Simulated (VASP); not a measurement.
A run of VASP 6.6.1 is set up as follows.

Contents of INCAR:

```
ALGO = Normal
DIPOL = 0.5 0.5 0.312
EDIFF = 1E-7
ENCUT = 520
GGA = PE
IDIPOL = 3
ISIF = 2
ISMEAR = 0
LASPH = T
LCHARG = F
LDIPOL = T
LREAL = F
LWAVE = F
NBANDS = 35
NELM = 100
PREC = Accurate
SIGMA = 0.1
```

KPOINTS

```
k-points
0
Gamma
  3 3 1
```

Contents of POSCAR:

```
Na2Hg
1.0
    9.7282341373      0.0000003276      0.0000000000
   -4.8641173524      8.4248977331      0.0000000000
    0.0000000000      0.0000000000     24.0119578000
Na Hg
4 2
Direct
    0.5000000000      1.0000000000      0.3123443770
    0.0000000000      0.5000000000      0.3123443770
    0.5000000000      0.5000000000      0.3123443770
    0.0000000000      1.0000000000      0.3123443770
    0.3333333333      0.6666666667      0.2878136613
    0.6666666667      0.3333333333      0.3368750927
```

Potentials or basis: VASP PAW PBE potentials, release 64 (Na_pv, Hg).

Command:

```console
$ cat potpaw_PBE.64/Na_pv/POTCAR potpaw_PBE.64/Hg/POTCAR > POTCAR
$ mpirun -np 1 vasp_std > vasp.out
```

Q: What does it give for the largest force?

A: 0.094 eV/Å.

Q: Predict the band gap on the k mesh.

A: Zero (band 26 reaches -2.33 eV, above the bottom of band 27 at -2.47 eV).

Forces in eV/Å, atoms in the order of the input:
```
Na   0.000  0.000  0.000
Na   0.000  0.000  0.000
Na   0.000  0.000  0.000
Na   0.000  0.000  0.000
Hg   0.000  0.000 -0.094
Hg   0.000  0.000  0.094
```

Caveat: spin-orbit coupling is left out, which moves the levels of the heavy elements.
